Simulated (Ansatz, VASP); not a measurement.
**Al8N7 in VASP and in Ansatz**

```
CELL_PARAMETERS angstrom
0.00000 4.40317 -4.40317
4.40317 4.40317 0.00000
4.40317 0.00000 -4.40317
ATOMIC_POSITIONS crystal
Al 0.00115 0.00115 0.49656
Al 0.99843 0.50052 0.50052
Al 0.50052 0.99843 0.50052
Al 0.50052 0.50052 0.50052
Al 0.00115 0.00115 0.00115
Al 0.00115 0.49656 0.00115
Al 0.49656 0.00115 0.00115
Al 0.50052 0.50052 0.99843
N 0.12558 0.62442 0.12558
N 0.62442 0.12558 0.12558
N 0.62442 0.62442 0.12558
N 0.12558 0.12558 0.62442
N 0.12558 0.62442 0.62442
N 0.62442 0.12558 0.62442
N 0.62500 0.62500 0.62500
```

Change from the starting cell: N vacancy (site c), charge +0, atoms relaxed at the host's cell.

Alike in both runs: functional PBE; k mesh 4 × 4 × 4; occupations gaussian, width 0.01 eV; collinear spin.

Ansatz relaxed the structure, and its values are those at the end. VASP's run is a single point on that final structure, the one shown.

```csv
,VASP,Ansatz
version,VASP 6.6.1,Ansatz 0.2.0
potentials or method,"VASP PAW PBE potentials, release 64 (Al, N), cutoff 520 eV","scalar-relativistic, plane waves, PAW"
valence electrons in the cell,59,59
```

Ansatz gave:

| Property | Result |
| --- | --- |
| gap on the k mesh at the Fermi level (eV) | none |
| rms of the force components (eV/Å) | 0.009 |
| net moment per atom (μB) | 0.00 |

Problem. Estimate VASP's values.

Solution. gap on the k mesh at the Fermi level (eV): none; rms of the force components (eV/Å): 0.012; net moment per atom (μB): 0.00.

A gap of «none» marks a metal or a gap that the smearing closes. Ansatz's warnings: seeded moment not kept.
